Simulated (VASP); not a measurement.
Wanted: the native input for a VASP 6.6.1 run.

- Task: single point
- Functional: PBE
- Potentials or basis: VASP PAW PBE potentials, release 64 (Y_sv, K_sv, Mg)
- Cutoff: 520 eV
- k mesh: 5 × 5 × 5
- Occupations: fermi-dirac, width 0.05 eV
- Spin: no spin polarisation
- Dipole correction: no
- Further INCAR settings: ALGO = Fast; EDIFF = 1e-07; NBANDS = 26

The structure of KYMg6 lies in POSCAR:

```
KYMg6
1.0
    5.3257425557      0.0000000000      0.0000000000
    0.0000000000      3.4376998684      5.7999620903
    0.0000000000     -3.4376998684      5.7999620903
Y K Mg
1 1 6
Direct
    0.0000000000      0.8468330000      0.8468330000
    0.5000000000      0.6496090000      0.6496090000
    0.5000000000      0.1664510000      0.1664510000
    0.5000000000      0.6682610000      0.1534430000
    0.5000000000      0.1534430000      0.6682610000
    0.0000000000      0.3440530000      0.3440530000
    0.0000000000      0.8509780000      0.3203700000
    0.0000000000      0.3203700000      0.8509780000
```

The input as run:

INCAR

```
SYSTEM = KYMg6
PREC = Accurate
ENCUT = 520
EDIFF = 1E-7
ISMEAR = -1
SIGMA = 0.05
LREAL = .False.
LASPH = .True.
NELM = 100
ALGO = Fast
ISIF = 2
LWAVE = .False.
LCHARG = .False.
GGA = PE
NBANDS = 26
```

KPOINTS

```
regular mesh
0
Gamma
  5 5 5
  0 0 0
```

Potentials or basis: VASP PAW PBE potentials, release 64 (Y_sv, K_sv, Mg).

The run is started by

```bash
$ cat potpaw_PBE.64/Y_sv/POTCAR potpaw_PBE.64/K_sv/POTCAR potpaw_PBE.64/Mg/POTCAR > POTCAR
$ mpirun -np 1 vasp_std > vasp.out
```

Results of the run:

| Quantity | Value |
| --- | --- |
| Pressure | 1.2 GPa |
| Largest force | 0.080 eV/Å |
| Band gap on the k mesh | zero (band 16 reaches 2.46 eV, above the bottom of band 17 at 1.97 eV) |

Wall time 7.2 min on 1 thread of Intel(R) Xeon(R) Platinum 8488C (Sapphire Rapids) (shared host), peak memory 0.43 GiB.
